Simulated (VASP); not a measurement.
# Pt (Im-3m) in VASP: a series of runs

The runs below take Pt through single point, with revPBE.

Program: VASP 6.6.1. These are calculated values, not measurements. Logs are shortened: lines on timing, memory, paths and dates and some standing lists are left out, and cuts for length are marked.

### Step 1. The cell of the first run

It takes space group Im-3m (No. 229, cubic). Conventional cell: a = 3.220 Å, b = 3.220 Å, c = 3.220 Å, α = 90.00°, β = 90.00°, γ = 90.00°. Within 3.7 Å of Pt (site symmetry m-3m) lie 14 Pt at 2.79 to 3.22 Å.

### Step 2. Single point, revPBE (volume scaled by 1.04)

Contents of INCAR:

```
ALGO     = Normal         # electronic algorithm
EDIFF    = 1E-6           # SCF threshold, eV
ENCUT    = 520            # plane-wave cutoff, eV
GGA      = RE             # functional
ISIF     = 2              # what is computed and relaxed
ISMEAR   = -1             # smearing method
LASPH    = True           # aspherical terms in the spheres
LCHARG   = False          # write CHGCAR
LREAL    = False          # projectors in reciprocal space
LWAVE    = False          # write WAVECAR
NBANDS   = 11             # bands
NELM     = 100            # most SCF steps
PREC     = Accurate       # precision mode
SIGMA    = 0.1            # smearing width, eV
```

Contents of KPOINTS:

```
k-points
0
Gamma
  16 16 16
```

Contents of POSCAR:

```
Pt
1.0
   -1.6099925621      1.6099925621      1.6099925621
    1.6099925621     -1.6099925621      1.6099925621
    1.6099925621      1.6099925621     -1.6099925621
Pt
1
Direct
    0.0000000000      0.0000000000      0.0000000000
```

Potentials or basis: VASP PAW PBE potentials, release 64 (Pt).

On the command line:

```console
> cat potpaw_PBE.64/Pt/POTCAR > POTCAR
> mpirun -np 1 vasp_std > vasp.out
```

OUTCAR:

```text
EDIFF = 1E-6
   ENCUT = 520
   GGA = RE
   ISIF = 2
   ISMEAR = -1
   LASPH = True
   LREAL = False
   NELM = 100
   PREC = Accurate

 ion  position               nearest neighbor table
   1  0.000  0.000  0.000-

  LATTYP: Found a body centered cubic cell.
 ALAT       =     3.2199851242

  Lattice vectors:

 A1 = (  -1.6099925621,   1.6099925621,   1.6099925621)
 A2 = (   1.6099925621,  -1.6099925621,   1.6099925621)
 A3 = (   1.6099925621,   1.6099925621,  -1.6099925621)

Analysis of symmetry for initial positions (statically):
=====================================================================
 Subroutine PRICEL returns:
 Original cell was already a primitive cell.

 Routine SETGRP: Setting up the symmetry group for a
 body centered cubic supercell.

 Subroutine GETGRP returns: Found 48 space group operations
 (whereof 48 operations were pure point group operations)
 out of a pool of 48 trial point group operations.

The static configuration has the point symmetry O_h .

Analysis of symmetry for dynamics (positions and initial velocities):
=====================================================================
 Subroutine PRICEL returns:
 Original cell was already a primitive cell.

 Routine SETGRP: Setting up the symmetry group for a
 body centered cubic supercell.

 Subroutine GETGRP returns: Found 48 space group operations
 (whereof 48 operations were pure point group operations)
 out of a pool of 48 trial point group operations.

The dynamic configuration has the point symmetry O_h .

 Subroutine INISYM returns: Found 48 space group operations
 (whereof 48 operations are pure point group operations),
 and found     1 'primitive' translations

----------------------------------------------------------------------------------------

                                     Primitive cell

  volume of cell :      16.6929

  direct lattice vectors                    reciprocal lattice vectors
    -1.609992562  1.609992562  1.609992562     0.000000000  0.310560441  0.310560441
     1.609992562 -1.609992562  1.609992562     0.310560441  0.000000000  0.310560441
     1.609992562  1.609992562 -1.609992562     0.310560441  0.310560441  0.000000000

  length of vectors
[... 77 lines left out ...]
   LASPH  =      T    aspherical Exc in radial PAW
   ENCUT  =  520.0 eV  38.22 Ry    6.18 a.u.   5.18  5.18  5.18*2*pi/ulx,y,z
   NELM   =    100;   NELMIN=  2; NELMDL= -5     # of ELM steps
   EDIFF  = 0.1E-05   stopping-criterion for ELM
   LREAL  =      F    real-space projection
   EDIFFG = 0.1E-04   stopping-criterion for IOM
   NSW    =      0    number of steps for IOM
   IBRION =     -1    ionic relax: 0-MD 1-quasi-New 2-CG
   NFREE  =      0    steps in history (QN), initial steepest desc. (CG)
   ISIF   =      2    stress and relaxation
   ISYM   =      2    0-nonsym 1-usesym 2-fastsym
   POTIM  = 0.5000    time-step for ionic-motion
   TEBEG  =    0.0;   TEEND  =   0.0 temperature during run
   PSTRESS=    0.0 pullay stress
   NELECT =      10.0000    total number of electrons
   NUPDOWN=      -1.0000    fix difference up-down
   EMIN   =  10.00;   EMAX   =-10.00  energy-range for DOS
   EFERMI =   0.00;   METHOD = LEGACY
   ISMEAR =    -1;   SIGMA  =   0.10  broadening in eV -4-tet -1-fermi 0-gaus
   EFERMI_NEDOS =   21; number of points for ismear=-14 and -15
   IALGO  =     38    algorithm
   IMIX   =      4    mixing-type and parameters
     AMIX     =   0.40;   BMIX     =  1.00
     AMIX_MAG =   1.60;   BMIX_MAG =  1.00
  volume/ion in A,a.u.               =      16.69       112.65
  Fermi-wavevector in a.u.,A,eV,Ry     =   1.380059  2.607933 25.913148  1.904563
  Thomas-Fermi vector in A             =   2.504971
   LORBIT       =      0    0 simple, 1 ext, 2 COOP (PROOUT), +10 PAW based schemes
   GGA     = RE    functional components
   LHFCALC =     F    Hartree Fock is set to
   AEXX    =    0.0000 exact exchange contribution
   IVDW    =     0    specifies the selected vdW correction
   LEPSILON=     F    determine dielectric tensor
   LRPA    =     F    only Hartree local field effects (RPA)
 non-spin polarized calculation
  energy-cutoff  :      520.00
  volume of cell :       16.69
 maximum number of plane-waves:       466
 NGX is ok and might be reduce to    24
   NGX = 11   NGY = 11   NGZ = 11

 number of electron      10.0000001 magnetization

 Free energy of the ion-electron system (eV)
  ---------------------------------------------------
  ext. energy  EPLUGINS =         0.00000000
  ---------------------------------------------------
  free energy    TOTEN  =        -5.48171204 eV

  energy without entropy =       -5.43936919  energy(sigma->0) =       -5.46054062

 E-fermi :   9.3361     XC(G=0): -12.8316

 val. band max:        9.3328585160   @ k =  -0.3750   0.3750   0.1250
 cond. band min:       9.3406301668   @ k =  -0.4375   0.5000   0.3750
 fundamental gap:      0.0077716509
 Fermi energy:         9.3361296051

 k-point     1 :       0.0000    0.0000    0.0000
  band No.  band energies     occupation
      1       0.3965      2.00000
      2       6.1256      2.00000
      3       6.1256      2.00000
      4       6.1256      2.00000
      5       8.3996      1.99983
      6       8.3996      1.99983
      7      26.4008      0.00000
      8      26.4008      0.00000
      9      26.4008      0.00000
     10      35.7765      0.00000
     11      35.7787      0.00000
[... 309 lines left out ...]
 k-point    24 :       0.2500    0.1875    0.0000
  band No.  band energies     occupation
      1       3.9055      2.00000
      2       5.2797      2.00000
      3       5.9467      2.00000
      4       7.9851      2.00000
      5       8.7185      1.99585
      6      10.5724      0.00001
      7      19.2214      0.00000
      8      22.2352      0.00000
      9      25.4045      0.00000
     10      29.9122      0.00000
     11      33.7576      0.00000

 [... further k-points ...]
[... 5 lines left out ...]
  --------------------------------------------------------------------------------------
  -------------------------------------------------------------------------------------
  Total       -0.8592105     -0.8592105     -0.8592105      0.0000000      0.0000000     -0.0000000
  in kB      -82.4666880    -82.4666880    -82.4666880      0.0000000      0.0000000     -0.0000000
  external PRESSURE =     -82.4666880 kB  Pullay stress =       0.0000000 kB

 VOLUME and BASIS-vectors are now :
 -----------------------------------------------------------------------------
  energy-cutoff  :      520.00
  volume of cell :       16.69
      direct lattice vectors                 reciprocal lattice vectors
    -1.609992562  1.609992562  1.609992562     0.000000000  0.310560441  0.310560441
     1.609992562 -1.609992562  1.609992562     0.310560441  0.000000000  0.310560441
     1.609992562  1.609992562 -1.609992562     0.310560441  0.310560441  0.000000000

 POSITION                                       TOTAL-FORCE (eV/Angst)
 -----------------------------------------------------------------------------------
      0.00000      0.00000      0.00000         0.000000      0.000000      0.000000
 -----------------------------------------------------------------------------------
    total drift:                               -0.000000      0.000000      0.000000

  FREE ENERGIE OF THE ION-ELECTRON SYSTEM (eV)
  ---------------------------------------------------
  free  energy   TOTEN  =        -5.4817120438 eV

  energy  without entropy=       -5.4393691868  energy(sigma->0) =       -5.46054062
```

stdout:

```text
POSCAR found type information on POSCAR Pt
 POSCAR found :  1 types and       1 ions
 scaLAPACK will be used
 -----------------------------------------------------------------------------
|                                                                             |
|                                                                             |
|     You enforced a specific xc type in the INCAR file but a different       |
|     I HOPE YOU KNOW WHAT YOU ARE DOING!                                     |
|                                                                             |
 -----------------------------------------------------------------------------

 LDA part: xc-table for (Slater+PW92), standard interpolation
 POSCAR, INCAR and KPOINTS ok, starting setup
 FFT: planning ... GRIDC
 FFT: planning ... GRID_SOFT
 FFT: planning ... GRID
 WAVECAR not read
 entering main loop
```

Run time: 49 s. Hardware: 1 thread of AMD EPYC 7R43 (Zen 3), shared host; peak memory 0.13 GiB.

What came out:

* Free energy: -5.4817 eV
* Pressure: -8.2 GPa
* Band gap on the k mesh: zero (band 5 reaches 10.23 eV, above the bottom of band 6 at 8.27 eV)

Levels at points of the mesh, in eV from the Fermi level:
```csv
k point,band 2,band 3,band 4,band 5,band 6,band 7,band 8,band 9
"(0.00, 0.00, 0.00)",-3.21,-3.21,-3.21,-0.94,-0.94,17.06,17.06,17.06
"(0.50, 0.00, 0.00)",-4.51,-1.11,-0.66,0.44,0.91,5.84,13.22,15.40
"(0.50, 0.50, 0.50)",-5.57,0.44,0.44,0.44,7.55,7.55,7.55,12.02
```

Caveat: the PAW data sets were made with another functional, which shifts forces and pressure a little; spin-orbit coupling is left out, which moves the levels of the heavy elements.

### Step 3. Single point, revPBE (volume scaled by 1.08)

Contents of INCAR:

```
SYSTEM = Pt
PREC = Accurate ; ENCUT = 520
EDIFF = 1E-7 ; ISMEAR = -1
SIGMA = 0.1 ; LREAL = .False.
LASPH = .True. ; NELM = 100
ALGO = Normal ; ISIF = 2
LWAVE = .False. ; LCHARG = .False.
GGA = RE ; NBANDS = 11
```

Contents of KPOINTS:

```
regular mesh
0
Gamma
  16 16 16
  0 0 0
```

Contents of POSCAR:

```
Pt
1.0
   -1.6303743785      1.6303743785      1.6303743785
    1.6303743785     -1.6303743785      1.6303743785
    1.6303743785      1.6303743785     -1.6303743785
Pt
1
Direct
    0.0000000000      0.0000000000      0.0000000000
```

Potentials or basis: VASP PAW PBE potentials, release 64 (Pt).

On the command line:

```console
> cat potpaw_PBE.64/Pt/POTCAR > POTCAR
> mpirun -np 1 vasp_std > vasp.out
```

It took 56 s on 1 thread of AMD EPYC 7R43 (Zen 3), shared host; peak memory 0.13 GiB.

Results (log left out):

* Free energy: -5.4367 eV
* Pressure: -14.2 GPa
* Band gap on the k mesh: zero (band 5 reaches 9.54 eV, above the bottom of band 6 at 7.72 eV)

Levels at points of the mesh, in eV from the Fermi level:
```csv
k point,band 2,band 3,band 4,band 5,band 6,band 7,band 8,band 9
"(0.00, 0.00, 0.00)",-3.03,-3.03,-3.03,-0.88,-0.88,17.05,17.05,17.05
"(0.50, 0.00, 0.00)",-4.25,-1.05,-0.63,0.56,0.84,5.55,13.19,15.09
"(0.50, 0.50, 0.50)",-5.24,0.40,0.40,0.40,7.46,7.46,7.46,11.50
```

Caveat: the PAW data sets were made with another functional, which shifts forces and pressure a little; spin-orbit coupling is left out, which moves the levels of the heavy elements.

### Step 4. Single point, revPBE (volume scaled by 1.12)

Contents of INCAR:

```
SYSTEM = Pt
PREC = Accurate
ENCUT = 520
EDIFF = 1E-6
ISMEAR = -1
SIGMA = 0.1
LREAL = .False.
LASPH = .True.
NELM = 60
ALGO = Normal
ISIF = 2
LWAVE = .False.
LCHARG = .False.
GGA = RE
NBANDS = 11
```

Contents of KPOINTS:

```
Automatic mesh
0
Gamma
  16 16 16
  0 0 0
```

Contents of POSCAR:

```
Pt
1.0
   -1.6502589526      1.6502589526      1.6502589526
    1.6502589526     -1.6502589526      1.6502589526
    1.6502589526      1.6502589526     -1.6502589526
Pt
1
Direct
    0.0000000000      0.0000000000      0.0000000000
```

Potentials or basis: VASP PAW PBE potentials, release 64 (Pt).

On the command line:

```console
> cat potpaw_PBE.64/Pt/POTCAR > POTCAR
> mpirun -np 1 vasp_std > vasp.out
```

OUTCAR:

```text
SYSTEM = Pt
   PREC = Accurate
   ENCUT = 520
   EDIFF = 1E-6
   ISMEAR = -1
   LREAL = .False.
   LASPH = .True.
   NELM = 60
   ISIF = 2
   GGA = RE

 ion  position               nearest neighbor table
   1  0.000  0.000  0.000-

  LATTYP: Found a body centered cubic cell.
 ALAT       =     3.3005179052

  Lattice vectors:

 A1 = (  -1.6502589526,   1.6502589526,   1.6502589526)
 A2 = (   1.6502589526,  -1.6502589526,   1.6502589526)
 A3 = (   1.6502589526,   1.6502589526,  -1.6502589526)

Analysis of symmetry for initial positions (statically):
=====================================================================
 Subroutine PRICEL returns:
 Original cell was already a primitive cell.

 Routine SETGRP: Setting up the symmetry group for a
 body centered cubic supercell.

 Subroutine GETGRP returns: Found 48 space group operations
 (whereof 48 operations were pure point group operations)
 out of a pool of 48 trial point group operations.

The static configuration has the point symmetry O_h .

Analysis of symmetry for dynamics (positions and initial velocities):
=====================================================================
 Subroutine PRICEL returns:
 Original cell was already a primitive cell.

 Routine SETGRP: Setting up the symmetry group for a
 body centered cubic supercell.

 Subroutine GETGRP returns: Found 48 space group operations
 (whereof 48 operations were pure point group operations)
 out of a pool of 48 trial point group operations.

The dynamic configuration has the point symmetry O_h .

 Subroutine INISYM returns: Found 48 space group operations
 (whereof 48 operations are pure point group operations),
 and found     1 'primitive' translations

----------------------------------------------------------------------------------------

                                     Primitive cell

  volume of cell :      17.9770
[... 106 lines left out ...]
     AMIX     =   0.40;   BMIX     =  1.00
     AMIX_MAG =   1.60;   BMIX_MAG =  1.00
  volume/ion in A,a.u.               =      17.98       121.31
  Fermi-wavevector in a.u.,A,eV,Ry     =   1.346385  2.544300 24.664012  1.812754
  Thomas-Fermi vector in A             =   2.474222
   LORBIT       =      0    0 simple, 1 ext, 2 COOP (PROOUT), +10 PAW based schemes
   GGA     = RE    functional components
   LHFCALC =     F    Hartree Fock is set to
   AEXX    =    0.0000 exact exchange contribution
   IVDW    =     0    specifies the selected vdW correction
   LEPSILON=     F    determine dielectric tensor
   LRPA    =     F    only Hartree local field effects (RPA)
 non-spin polarized calculation
  energy-cutoff  :      520.00
  volume of cell :       17.98
 maximum number of plane-waves:       496
 NGX is ok and might be reduce to    24
   NGX = 11   NGY = 11   NGZ = 11

 number of electron      10.0000000 magnetization

 number of electron       9.9999999 magnetization

 Free energy of the ion-electron system (eV)
  ---------------------------------------------------
  ext. energy  EPLUGINS =         0.00000000
  ---------------------------------------------------
  free energy    TOTEN  =        -5.37070329 eV

  energy without entropy =       -5.32391079  energy(sigma->0) =       -5.34730704

 E-fermi :   8.1505     XC(G=0): -12.3938

 val. band max:        8.1467708700   @ k =  -0.4375   0.5000   0.3750
 cond. band min:       8.1535670281   @ k =  -0.3750   0.4375   0.2500
 fundamental gap:      0.0067961581
 Fermi energy:         8.1504523269

 k-point     1 :       0.0000    0.0000    0.0000
  band No.  band energies     occupation
      1      -0.0847      2.00000
      2       5.2878      2.00000
      3       5.2878      2.00000
      4       5.2878      2.00000
      5       7.3189      1.99951
      6       7.3189      1.99951
      7      25.1683      0.00000
      8      25.1683      0.00000
      9      25.1683      0.00000
     10      33.1781      0.00000
     11      33.1782      0.00000
[... 309 lines left out ...]
 k-point    24 :       0.2500    0.1875    0.0000
  band No.  band energies     occupation
      1       3.2622      2.00000
      2       4.5521      2.00000
      3       5.1455      2.00000
      4       6.9518      1.99999
      5       7.5863      1.99293
      6       9.2800      0.00002
      7      17.5053      0.00000
      8      20.4806      0.00000
      9      23.7088      0.00000
     10      28.2707      0.00000
     11      31.7960      0.00000

 [... further k-points ...]
[... 5 lines left out ...]
  --------------------------------------------------------------------------------------
  -------------------------------------------------------------------------------------
  Total       -2.1013207     -2.1013207     -2.1013207      0.0000000     -0.0000000      0.0000000
  in kB     -187.2779416   -187.2779416   -187.2779416      0.0000000     -0.0000000      0.0000000
  external PRESSURE =    -187.2779416 kB  Pullay stress =       0.0000000 kB

 VOLUME and BASIS-vectors are now :
 -----------------------------------------------------------------------------
  energy-cutoff  :      520.00
  volume of cell :       17.98
      direct lattice vectors                 reciprocal lattice vectors
    -1.650258953  1.650258953  1.650258953     0.000000000  0.302982753  0.302982753
     1.650258953 -1.650258953  1.650258953     0.302982753  0.000000000  0.302982753
     1.650258953  1.650258953 -1.650258953     0.302982753  0.302982753  0.000000000

 POSITION                                       TOTAL-FORCE (eV/Angst)
 -----------------------------------------------------------------------------------
      0.00000      0.00000      0.00000        -0.000000      0.000000     -0.000000
 -----------------------------------------------------------------------------------
    total drift:                                0.000000      0.000000      0.000000

  FREE ENERGIE OF THE ION-ELECTRON SYSTEM (eV)
  ---------------------------------------------------
  free  energy   TOTEN  =        -5.3707032893 eV

  energy  without entropy=       -5.3239107854  energy(sigma->0) =       -5.34730704
```

stdout:

```text
POSCAR found type information on POSCAR Pt
 POSCAR found :  1 types and       1 ions
 scaLAPACK will be used
 -----------------------------------------------------------------------------
|                                                                             |
|                                                                             |
|     You enforced a specific xc type in the INCAR file but a different       |
|     I HOPE YOU KNOW WHAT YOU ARE DOING!                                     |
|                                                                             |
 -----------------------------------------------------------------------------

 LDA part: xc-table for (Slater+PW92), standard interpolation
 POSCAR, INCAR and KPOINTS ok, starting setup
 FFT: planning ... GRIDC
 FFT: planning ... GRID_SOFT
 FFT: planning ... GRID
 WAVECAR not read
 entering main loop
```

It took 43 s on 1 thread of AMD EPYC 7R43 (Zen 3), shared host; peak memory 0.13 GiB.

Results:

```yaml
Free_energy: -5.3707 eV
Pressure: -18.7 GPa
Band_gap_on_the_k_mesh: zero (band 5 reaches 8.91 eV, above the bottom of band 6 at 7.21 eV)
```

Levels at points of the mesh, in eV from the Fermi level:
```csv
k point,band 2,band 3,band 4,band 5,band 6,band 7,band 8,band 9
"(0.00, 0.00, 0.00)",-2.86,-2.86,-2.86,-0.83,-0.83,17.02,17.02,17.02
"(0.50, 0.00, 0.00)",-4.01,-1.00,-0.60,0.67,0.78,5.28,13.14,14.79
"(0.50, 0.50, 0.50)",-4.93,0.37,0.37,0.37,7.39,7.39,7.39,11.02
```

Caveat: the PAW data sets were made with another functional, which shifts forces and pressure a little; spin-orbit coupling is left out, which moves the levels of the heavy elements.

### Step 5. The runs side by side

| cell | gap on the mesh (eV) | pressure (GPa) |
| --- | --- | --- |
| a = 2.789 Å, angles 109.5°, 1 atom | none | -8.2 |
| a = 2.824 Å, angles 109.5°, 1 atom | none | -14.2 |
| a = 2.858 Å, angles 109.5°, 1 atom | none | -18.7 |

Alike in all rows: task single point; level revPBE; potentials or basis VASP PAW PBE potentials, release 64 (Pt); no spin polarisation; k mesh 16 × 16 × 16; cutoff (eV) 520; smearing fermi-dirac 0.1 eV.

Caveats: the PAW data sets were made with another functional, which shifts forces and pressure a little; spin-orbit coupling is left out, which moves the levels of the heavy elements.

Absolute energies hang on the potentials; compare differences alone.
